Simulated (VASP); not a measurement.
HfCl7, 8 atoms in the cell. Symmetry: Fm-3m, No. 225, cubic system. Conventional cell: a = 8.575 Å, b = 8.575 Å, c = 8.575 Å, α = 90.00°, β = 90.00°, γ = 90.00°. Within 4.0 Å of Hf (site symmetry m-3m) lie 12 Cl at 3.03 Å. Cl (site symmetry m-3m) has 12 Cl at 3.03 Å within 4.0 Å. Cl (site symmetry mmm) has 2 Hf at 3.03 Å and 10 Cl at 3.03 Å within 4.0 Å. The cell was generated, and may not be a known phase.

* Program: VASP 6.6.1
* Task: relaxation of cell and atoms
* Functional: PBE
* Potentials or basis: VASP PAW PBE potentials, release 64 (Hf_pv, Cl)
* Cutoff: 600 eV
* k mesh: 8 × 8 × 8
* Occupations: gaussian, width 0.1 eV
* Spin: no spin polarisation
* Dipole correction: no
* Further INCAR settings: ALGO = Normal; EDIFF = 1e-06; IBRION = 2; EDIFFG = -0.01; NSW = 100; ISIF = 3

Potentials or basis: VASP PAW PBE potentials, release 64 (Hf_pv, Cl).

Launch:

```sh
$ cat potpaw_PBE.64/Hf_pv/POTCAR potpaw_PBE.64/Cl/POTCAR > POTCAR
$ mpirun -np 1 vasp_std > vasp.out
```

Hardware: 1 thread of Intel(R) Xeon(R) Platinum 8259CL CPU @ 2.50GHz (Skylake/Cascade Lake) (shared host).

**Question.** How long does it take, and how much memory?

**Answer.** Run time: 6 min on 1 thread of Intel(R) Xeon(R) Platinum 8259CL CPU @ 2.50GHz (Skylake/Cascade Lake), on a shared host, peak memory 0.43 GiB. Counts: scf iterations 25, k points 29, ion steps 2.
